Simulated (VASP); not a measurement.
# LaMg2Ag3 in VASP: single point with PBEsol

Aim: the single point of LaMg2Ag3 with PBEsol.

All numbers are computed with VASP 6.6.1; they aren't measurements. Logs are shortened: lines on timing, memory, paths and dates and some standing lists are left out, and cuts for length are marked.

## 1. The cell of the first run

The typed cell holds 6 atoms: a = 5.626 Å, b = 5.626 Å, c = 4.571 Å, α = 90.00°, β = 90.00°, γ = 60.00°.

## 2. Single point, PBEsol

File INCAR:

```
  PREC = Accurate
  ENCUT = 520
  EDIFF = 1E-6
  ISMEAR = -1
  SIGMA = 0.1
  LREAL = F
  LASPH = T
  NELM = 100
  ALGO = Normal
  ISIF = 2
  LWAVE = F
  LCHARG = T
  GGA = PS
  LELF = T
  LVHAR = T
  NBANDS = 33
```

File KPOINTS:

```
Automatic mesh
0
Gamma
  7 7 8
```

File POSCAR:

```
LaMg2Ag3
1.0
    2.8131280000      4.8724800000      0.0000000000
   -2.8131280000      4.8724800000      0.0000000000
    0.0000000000      0.0000000000      4.5707650000
Mg La Ag
2 1 3
Direct
    0.3333000000      0.3334000000      0.0000000000
    0.6666000000      0.6667000000      0.0000000000
    0.0000000000      0.0000000000      0.0000000000
    0.5000000000      0.5000000000      0.5000000000
    0.5000000000      0.0000000000      0.5000000000
    0.0000000000      0.5000000000      0.5000000000
```

Potentials or basis: VASP PAW PBE potentials, release 64 (Mg, La, Ag).

The run is started by

```console
cat potpaw_PBE.64/Mg/POTCAR potpaw_PBE.64/La/POTCAR potpaw_PBE.64/Ag/POTCAR > POTCAR
mpirun -np 1 vasp_std > vasp.out
```

OUTCAR:

```text
PREC = Accurate
   ENCUT = 520
   EDIFF = 1E-6
   ISMEAR = -1
   LREAL = F
   LASPH = T
   NELM = 100
   ISIF = 2
   GGA = PS

 ion  position               nearest neighbor table
   1  0.333  0.333  0.000-   4 2.80   4 2.80   6 2.80   6 2.80   5 2.80   5 2.80   2 3.25   3 3.25
                             3 3.25   2 3.25   2 3.25   3 3.25
   2  0.667  0.667  0.000-   4 2.80   4 2.80   5 2.80   5 2.80   6 2.80   6 2.80   1 3.25   3 3.25
                             3 3.25   1 3.25   1 3.25   3 3.25
   3  0.000  0.000  0.000-   2 3.25   1 3.25   2 3.25   1 3.25   2 3.25   1 3.25   5 3.62   6 3.62
                             5 3.62   6 3.62   6 3.62   6 3.62   5 3.62   5 3.62   4 3.62   4 3.62
   4  0.500  0.500  0.500-   1 2.80   2 2.80   1 2.80   2 2.80   5 2.81   6 2.81   5 2.81   6 2.81
                             3 3.62   3 3.62   3 3.62   3 3.62
   5  0.500  0.000  0.500-   2 2.80   2 2.80   1 2.80   1 2.80   4 2.81   4 2.81   6 2.81   6 2.81
                             3 3.62   3 3.62   3 3.62   3 3.62
   6  0.000  0.500  0.500-   1 2.80   1 2.80   2 2.80   2 2.80   4 2.81   4 2.81   5 2.81   5 2.81
                             3 3.62   3 3.62   3 3.62   3 3.62

  LATTYP: Found a hexagonal cell.
 ALAT       =     5.6262554594
 C/A-ratio  =     0.8123991228

  Lattice vectors:

 A1 = (   2.8131280000,  -4.8724800000,   0.0000000000)
 A2 = (   2.8131280000,   4.8724800000,   0.0000000000)
 A3 = (   0.0000000000,   0.0000000000,   4.5707650000)

Analysis of symmetry for initial positions (statically):
=====================================================================
 Subroutine PRICEL returns:
 Original cell was already a primitive cell.

 Routine SETGRP: Setting up the symmetry group for a
 hexagonal supercell.

 Subroutine GETGRP returns: Found  4 space group operations
 (whereof  4 operations were pure point group operations)
 out of a pool of 24 trial point group operations.

The static configuration has the point symmetry C_2v.

Analysis of symmetry for dynamics (positions and initial velocities):
=====================================================================
 Subroutine PRICEL returns:
 Original cell was already a primitive cell.

 Routine SETGRP: Setting up the symmetry group for a
 hexagonal supercell.

 Subroutine GETGRP returns: Found  4 space group operations
 (whereof  4 operations were pure point group operations)
 out of a pool of 24 trial point group operations.

The dynamic configuration has the point symmetry C_2v.

 Subroutine INISYM returns: Found  4 space group operations
 (whereof  4 operations are pure point group operations),
 and found     1 'primitive' translations

----------------------------------------------------------------------------------------

                                     Primitive cell

  volume of cell :     125.3021

  direct lattice vectors                    reciprocal lattice vectors
     2.813128000  4.872480000  0.000000000     0.177738091  0.102617148  0.000000000
    -2.813128000  4.872480000  0.000000000    -0.177738091  0.102617148  0.000000000
     0.000000000  0.000000000  4.570765000     0.000000000  0.000000000  0.218781758

  length of vectors
     5.626255459  5.626255459  4.570765000     0.205234276  0.205234276  0.218781758

  position of ions in fractional coordinates (direct lattice)
     0.333300000  0.333400000  0.000000000
     0.666600000  0.666700000  0.000000000
     0.000000000  0.000000000  0.000000000
     0.500000000  0.500000000  0.500000000
     0.500000000  0.000000000  0.500000000
     0.000000000  0.500000000  0.500000000

  ion indices of the primitive-cell ions
   primitive index   ion index
                 1           1
                 2           2
                 3           3
                 4           4
                 5           5
                 6           6

----------------------------------------------------------------------------------------

 KPOINTS: Automatic mesh

Automatic generation of k-mesh.
 Grid dimensions read from file:
 generate k-points for:    7    7    8

 Generating k-lattice:

  Cartesian coordinates                     Fractional coordinates (reciprocal lattice)
     0.025391156  0.014659593  0.000000000     0.142857143  0.000000000  0.000000000
    -0.025391156  0.014659593  0.000000000     0.000000000  0.142857143  0.000000000
     0.000000000  0.000000000  0.027347720     0.000000000  0.000000000  0.125000000

  Length of vectors
     0.029319182  0.029319182  0.027347720

  Shift w.r.t. Gamma in fractional coordinates (k-lattice)
     0.000000000  0.000000000  0.000000000

 Subroutine IBZKPT returns following result:
 ===========================================

 Found     80 irreducible k-points:

 Following reciprocal coordinates:
            Coordinates               Weight
  0.000000  0.000000  0.000000      1.000000
  0.142857  0.000000  0.000000      4.000000
  0.142857  0.142857  0.000000      2.000000
  0.285714  0.000000  0.000000      4.000000
  0.285714  0.285714  0.000000      2.000000
  0.428571  0.000000  0.000000      4.000000
[... 16 lines left out ...]
  0.428571  0.428571  0.125000      4.000000
  0.285714  0.142857  0.125000      8.000000
 [... further k-points ...]
   k-points           NKPTS =     80   k-points in BZ     NKDIM =     80   number of bands    NBANDS=     33
   number of dos      NEDOS =    301   number of ions     NIONS =      6
   total plane-waves  NPLWV =  63504
   dimension x,y,z NGX =    42 NGY =   42 NGZ =   36
   dimension x,y,z NGXF=    84 NGYF=   84 NGZF=   72
   ions per type =               2   1   3
   NGX,Y,Z   is equivalent  to a cutoff of  12.41, 12.41, 13.09 a.u.
   NGXF,Y,Z  is equivalent  to a cutoff of  24.82, 24.82, 26.19 a.u.
 SYSTEM =  unknown system
   PREC   = accura    normal or accurate (medium, high low for compatibility)
   ISTART =      0    job   : 0-new  1-cont  2-samecut
   ICHARG =      2    charge: 1-file 2-atom 10-const
   ISPIN  =      1    spin polarized calculation?
   LNONCOLLINEAR =      F non collinear calculations
   LSORBIT =      F    spin-orbit coupling
   LASPH  =      T    aspherical Exc in radial PAW
   ENCUT  =  520.0 eV  38.22 Ry    6.18 a.u.  10.46 10.46  8.50*2*pi/ulx,y,z
   NELM   =    100;   NELMIN=  2; NELMDL= -5     # of ELM steps
   EDIFF  = 0.1E-05   stopping-criterion for ELM
   LREAL  =      F    real-space projection
   EDIFFG = 0.1E-04   stopping-criterion for IOM
   NSW    =      0    number of steps for IOM
   IBRION =     -1    ionic relax: 0-MD 1-quasi-New 2-CG
   NFREE  =      0    steps in history (QN), initial steepest desc. (CG)
   ISIF   =      2    stress and relaxation
   ISYM   =      2    0-nonsym 1-usesym 2-fastsym
   POTIM  = 0.5000    time-step for ionic-motion
   TEBEG  =    0.0;   TEEND  =   0.0 temperature during run
   PSTRESS=    0.0 pullay stress
   NELECT =      48.0000    total number of electrons
   NUPDOWN=      -1.0000    fix difference up-down
   EMIN   =  10.00;   EMAX   =-10.00  energy-range for DOS
   EFERMI =   0.00;   METHOD = LEGACY
   ISMEAR =    -1;   SIGMA  =   0.10  broadening in eV -4-tet -1-fermi 0-gaus
   EFERMI_NEDOS =   21; number of points for ismear=-14 and -15
   IALGO  =     38    algorithm
   IMIX   =      4    mixing-type and parameters
     AMIX     =   0.40;   BMIX     =  1.00
     AMIX_MAG =   1.60;   BMIX_MAG =  1.00
  volume/ion in A,a.u.               =      20.88       140.93
  Fermi-wavevector in a.u.,A,eV,Ry     =   1.188965  2.246818 19.233712  1.413638
  Thomas-Fermi vector in A             =   2.325083
   LORBIT       =      0    0 simple, 1 ext, 2 COOP (PROOUT), +10 PAW based schemes
   GGA     = PS    functional components
   LHFCALC =     F    Hartree Fock is set to
   AEXX    =    0.0000 exact exchange contribution
   IVDW    =     0    specifies the selected vdW correction
   LEPSILON=     F    determine dielectric tensor
   LRPA    =     F    only Hartree local field effects (RPA)
 non-spin polarized calculation
  energy-cutoff  :      520.00
  volume of cell :      125.30
 maximum number of plane-waves:      3401
 NGX is ok and might be reduce to    42
   NGX = 21   NGY = 21   NGZ = 17

 number of electron      48.0000009 magnetization

 Free energy of the ion-electron system (eV)
  ---------------------------------------------------
  ext. energy  EPLUGINS =         0.00000000
  ---------------------------------------------------
  free energy    TOTEN  =       -19.89963507 eV

  energy without entropy =      -19.78139619  energy(sigma->0) =      -19.84051563

 E-fermi :   6.7675     XC(G=0): -10.6430

 val. band max:        6.7548325472   @ k =   0.2857   0.4286   0.3750
 cond. band min:       6.7910361963   @ k =  -0.1429   0.1429   0.1250
 fundamental gap:      0.0362036491
 Fermi energy:         6.7675101452

 k-point     1 :       0.0000    0.0000    0.0000
  band No.  band energies     occupation
      1     -26.2733      2.00000
      2     -10.0261      2.00000
      3     -10.0261      2.00000
      4      -9.8381      2.00000
      5      -0.5303      2.00000
      6       0.6474      2.00000
[... 25 lines left out ...]
     32       8.5508      0.00000
     33       8.5580      0.00000

 k-point     2 :       0.1429    0.0000    0.0000
  band No.  band energies     occupation
      1     -26.2732      2.00000
      2     -10.0343      2.00000
      3     -10.0280      2.00000
      4      -9.8385      2.00000
      5      -0.3826      2.00000
      6       0.7279      2.00000
[... 25 lines left out ...]
     32       8.5206      0.00000
     33       8.6006      0.00000

 k-point     3 :       0.1429    0.1429    0.0000
  band No.  band energies     occupation
      1     -26.2732      2.00000
      2     -10.0343      2.00000
      3     -10.0281      2.00000
      4      -9.8385      2.00000
      5      -0.3826      2.00000
      6       0.7279      2.00000
[... 25 lines left out ...]
     32       8.5205      0.00000
     33       8.6007      0.00000

 k-point     4 :       0.2857    0.0000    0.0000
  band No.  band energies     occupation
      1     -26.2728      2.00000
      2     -10.0526      2.00000
      3     -10.0324      2.00000
      4      -9.8394      2.00000
      5       0.0159      2.00000
      6       0.9223      2.00000
[... 25 lines left out ...]
     32       8.4899      0.00000
     33       8.5795      0.00000

 k-point     5 :       0.2857    0.2857    0.0000
  band No.  band energies     occupation
      1     -26.2728      2.00000
      2     -10.0526      2.00000
      3     -10.0324      2.00000
      4      -9.8394      2.00000
      5       0.0159      2.00000
      6       0.9223      2.00000
[... 604 lines left out ...]
 k-point    22 :       0.4286    0.0000    0.1250
  band No.  band energies     occupation
      1     -26.2717      2.00000
      2     -10.0638      2.00000
      3     -10.0341      2.00000
      4      -9.8578      2.00000
      5       0.5034      2.00000
      6       1.0765      2.00000
[... 25 lines left out ...]
     32       8.5009      0.00000
     33       8.5257      0.00000

 k-point    23 :       0.4286    0.4286    0.1250
  band No.  band energies     occupation
      1     -26.2717      2.00000
      2     -10.0638      2.00000
      3     -10.0342      2.00000
      4      -9.8578      2.00000
      5       0.5035      2.00000
      6       1.0765      2.00000
[... 25 lines left out ...]
     32       8.5009      0.00000
     33       8.5257      0.00000

 k-point    24 :       0.2857    0.1429    0.1250
  band No.  band energies     occupation
      1     -26.2721      2.00000
      2     -10.0443      2.00000
      3     -10.0310      2.00000
      4      -9.8577      2.00000
      5      -0.0319      2.00000
      6       0.9220      2.00000
[... 25 lines left out ...]
     32       8.4570      0.00000
     33       8.6545      0.00000

 [... further k-points ...]

------------------------ aborting loop because EDIFF is reached ----------------------------------------

  FORCE on cell =-STRESS in cart. coord.  units (eV):
  Direction    XX          YY          ZZ          XY          YZ          ZX
  --------------------------------------------------------------------------------------
  -------------------------------------------------------------------------------------
  Total        2.5150263      2.5138114     -1.3360932      0.0000000      0.0000000      0.0000000
  in kB       32.1584179     32.1428827    -17.0839729      0.0000000      0.0000000      0.0000000
  external PRESSURE =      15.7391092 kB  Pullay stress =       0.0000000 kB

 VOLUME and BASIS-vectors are now :
 -----------------------------------------------------------------------------
  energy-cutoff  :      520.00
  volume of cell :      125.30
      direct lattice vectors                 reciprocal lattice vectors
     2.813128000  4.872480000  0.000000000     0.177738091  0.102617148  0.000000000
    -2.813128000  4.872480000  0.000000000    -0.177738091  0.102617148  0.000000000
     0.000000000  0.000000000  4.570765000     0.000000000  0.000000000  0.218781758

 POSITION                                       TOTAL-FORCE (eV/Angst)
 -----------------------------------------------------------------------------------
     -0.00028      3.24848      0.00000         0.001156     -0.000884      0.000000
     -0.00028      6.49648      0.00000         0.001156      0.000884      0.000000
      0.00000      0.00000      0.00000        -0.001494     -0.000000      0.000000
      0.00000      4.87248      2.28538        -0.000017     -0.000000      0.000000
      1.40656      2.43624      2.28538        -0.000400      0.000222      0.000000
     -1.40656      2.43624      2.28538        -0.000400     -0.000222      0.000000
 -----------------------------------------------------------------------------------
    total drift:                                0.000002     -0.000000     -0.000000

  FREE ENERGIE OF THE ION-ELECTRON SYSTEM (eV)
  ---------------------------------------------------
  free  energy   TOTEN  =       -19.8996350705 eV

  energy  without entropy=      -19.7813961873  energy(sigma->0) =      -19.84051563
```

It took 12 min on 1 thread of Intel Xeon Platinum 8375C at 2.90GHz (Ice Lake), shared host; peak memory 0.49 GiB.

What came out:

- Free energy: -19.8996 eV
- Pressure: 1.6 GPa
- Band gap on the k mesh: zero (bands 24 and 25 overlap by 1.09 eV)

Stress tensor (GPa, compression positive):
```
 3.22  0.00  0.00
 0.00  3.21  0.00
 0.00  0.00 -1.71
```

Levels at points of the mesh, in eV from the Fermi level:
| k point | band 22 | band 23 | band 24 | band 25 | band 26 | band 27 |
| --- | --- | --- | --- | --- | --- | --- |
| (0.00, 0.00, 0.00) | -0.51 | -0.51 | 0.05 | 0.29 | 0.99 | 0.99 |
| (0.00, 0.00, 0.50) | -1.26 | -1.26 | -0.37 | -0.37 | -0.09 | 1.43 |

Caveat: the PAW data sets were made with another functional, which shifts forces and pressure a little; spin-orbit coupling is left out, which moves the levels of the heavy elements.
